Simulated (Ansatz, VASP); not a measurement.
BaS: VASP beside Ansatz

Contents of INCAR:

```
SYSTEM = BaS
  ALGO = Normal
  EDIFF = 1E-6
  ENCUT = 520
  ISIF = 2
  ISMEAR = 0
  LASPH = .TRUE.
  LCHARG = .FALSE.
  LREAL = .FALSE.
  LWAVE = .FALSE.
  NBANDS = 15
  NELM = 100
  PREC = Accurate
  SIGMA = 0.05
```

KPOINTS

```
k-points
0
G
  8 8 8
  0 0 0
```

The input POSCAR:

```
BaS
1.0
    0.0000000000      3.1937500000      3.3055312500
    3.1937500000      0.0000000000      3.3055312500
    3.1937500000      3.1937500000      0.0000000000
Ba S
1 1
Direct
    0.0000000000      0.0000000000      0.0000000000
    0.5000000000      0.5000000000      0.5000000000
```

Input for Ansatz:

```yaml
crystal:
  lattice:
    - [0.0, 3.19375, 3.30553125]
    - [3.19375, 0.0, 3.30553125]
    - [3.19375, 3.19375, 0.0]
  atoms:
    - { symbol: Ba, position: [0.0, 0.0, 0.0] }
    - { symbol: S, position: [0.5, 0.5, 0.5] }
basis:
  ecutwfc: 420
kpoints:
  mp_grid: { grid: [8, 8, 8] }
hamiltonian:
  xc: lda
scf:
  occupations: { method: gaussian, width: 0.05 }
output:
  forces: true
  stress: true
  eigenvalues: true
```

Change from the starting cell: strain +0.0350 x Voigt [0, 0, 1, 0, 0, 0], atoms carried along.

Alike in both runs: task single point; functional LDA; k mesh 8 × 8 × 8; occupations gaussian, width 0.05 eV; no spin polarisation.

|  | VASP | Ansatz |
| --- | --- | --- |
| version | VASP 6.6.1 | Ansatz 0.2.0 |
| potentials or method | VASP PAW LDA potentials, release 64 (Ba_sv, S), cutoff 520 eV | scalar-relativistic, plane waves, PAW |
| valence electrons in the cell | 16 | 16 |

```tsv
	VASP	Ansatz	Ansatz less VASP
gap on the k mesh at the Fermi level (eV)	1.92	2.02	+0.100
least direct gap on the mesh (eV)	2.08	2.14	+0.068
pressure (GPa)	-3.0	-3.6	-0.56
traceless stress, the component that is largest in VASP (GPa)	-1.42	-1.26	+0.154
```

LDA's correlation is that of Perdew and Zunger in VASP and of Perdew and Wang (1992) in Ansatz.

Spin-orbit coupling is off throughout.
